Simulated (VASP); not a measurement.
Here is a VASP 6.6.1 calculation.

POSCAR

```
Mn
1.0
    2.7101812532      0.0000000000      0.0000000000
   -1.3550906266      2.3470858142      0.0000000000
    0.0000000000      0.0000000000      4.1000443009
Mn
2
Direct
    0.3333333333      0.6666666667      0.2500000000
    0.6666666667      0.3333333333      0.7500000000
```

INCAR.step1

```
SYSTEM = Mn
PREC     = Accurate       ! precision mode
ENCUT    = 520            ! plane-wave cutoff, eV
ISMEAR   = -1             ! smearing method
SIGMA    = 0.05           ! smearing width, eV
LREAL    = .FALSE.        ! projectors in reciprocal space
LASPH    = .TRUE.         ! aspherical terms in the spheres
NELM     = 150            ! most SCF steps
ISPIN    = 2              ! spin polarisation
MAGMOM   = 3.709 -3.709   ! initial moments
LMAXMIX  = 4              ! l up to which the mixer works
NBANDS   = 24             ! bands
GGA      = PE             ! functional
ALGO     = Normal         ! electronic algorithm
EDIFF    = 1E-4           ! SCF threshold, eV
LWAVE    = .TRUE.         ! write WAVECAR
LCHARG   = .FALSE.        ! write CHGCAR
```

File INCAR.step2:

```
SYSTEM = Mn
PREC     = Accurate       ! precision mode
ENCUT    = 520            ! plane-wave cutoff, eV
EDIFF    = 1E-6           ! SCF threshold, eV
ISMEAR   = -1             ! smearing method
SIGMA    = 0.05           ! smearing width, eV
LREAL    = .FALSE.        ! projectors in reciprocal space
LASPH    = .TRUE.         ! aspherical terms in the spheres
NELM     = 150            ! most SCF steps
ALGO     = Normal         ! electronic algorithm
ISIF     = 2              ! what is computed and relaxed
LWAVE    = .FALSE.        ! write WAVECAR
LCHARG   = .TRUE.         ! write CHGCAR
ISPIN    = 2              ! spin polarisation
MAGMOM   = 3.709 -3.709   ! initial moments
LORBIT   = 11             ! projections on sites
LMAXMIX  = 4              ! l up to which the mixer works
METAGGA  = R2SCAN         ! meta-GGA
LMIXTAU  = .TRUE.       
LELF     = .TRUE.         ! ELF
LVHAR    = .TRUE.       
NBANDS   = 24             ! bands
ISTART   = 1
```

Contents of KPOINTS:

```
regular mesh
0
G
  14 14 8
  0 0 0
```

Potentials or basis: VASP PAW PBE potentials, release 64 (Mn_pv).

Launch:

```console
$ cat potpaw_PBE.64/Mn_pv/POTCAR > POTCAR
$ cp INCAR.step1 INCAR
$ mpirun -np 1 vasp_std > vasp.out
$ cp INCAR.step2 INCAR
$ mpirun -np 1 vasp_std > vasp.out
```

Task: What does it give for the site moments?

Result: Mn +3.40, -3.40 μB.

Task: What does it give for the pressure?

Result: 11.2 GPa.

Task: Predict the net moment.

Result: 0.00 μB per cell.

Task: What does it give for the band gap on the k mesh?

Result: Zero (filled and empty bands overlap).

Stress tensor (GPa, compression positive):
```
11.85  0.00  0.00
 0.00 11.85  0.00
 0.00  0.00 10.02
```

Caveat: the PAW data sets were made with another functional, which shifts forces and pressure a little.
